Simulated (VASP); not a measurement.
A run of VASP 6.6.1:

INCAR

```
PREC = Accurate
ENCUT = 520
EDIFF = 1E-7
ISMEAR = 0
SIGMA = 0.1
LREAL = False
LASPH = True
NELM = 100
ALGO = Normal
ISIF = 2
LWAVE = False
LCHARG = False
GGA = PE
NBANDS = 32
```

KPOINTS

```
Automatic mesh
0
Gamma
  4 4 4
```

Contents of POSCAR:

```
Na3CuBi
1.0
    4.6443582553      0.0000000000      0.0000000000
    0.0000000000      4.6443582553      0.0000000000
    0.0000000000      0.0000000000      4.6443582553
Na Cu Bi
3 1 1
Direct
    0.0000000000      0.5000000000      0.5000000000
    0.5000000000      0.0000000000      0.5000000000
    0.5000000000      0.5000000000      0.0000000000
    0.0000000000      0.0000000000      0.0000000000
    0.5000000000      0.5000000000      0.5000000000
```

Potentials or basis: VASP PAW PBE potentials, release 64 (Na_pv, Cu, Bi_d).

The run is started by

```sh
$ cat potpaw_PBE.64/Na_pv/POTCAR potpaw_PBE.64/Cu/POTCAR potpaw_PBE.64/Bi_d/POTCAR > POTCAR
$ mpirun -np 1 vasp_std > vasp.out
```

Hardware: 1 thread of Oxide Virtual Turin-like Processor (shared host).

Problem. How long does it take, and how much memory?

Solution. Run time: 70 s on 1 thread of Oxide Virtual Turin-like Processor, on a shared host, peak memory 0.18 GiB. Counts: scf iterations 18, k points 10.
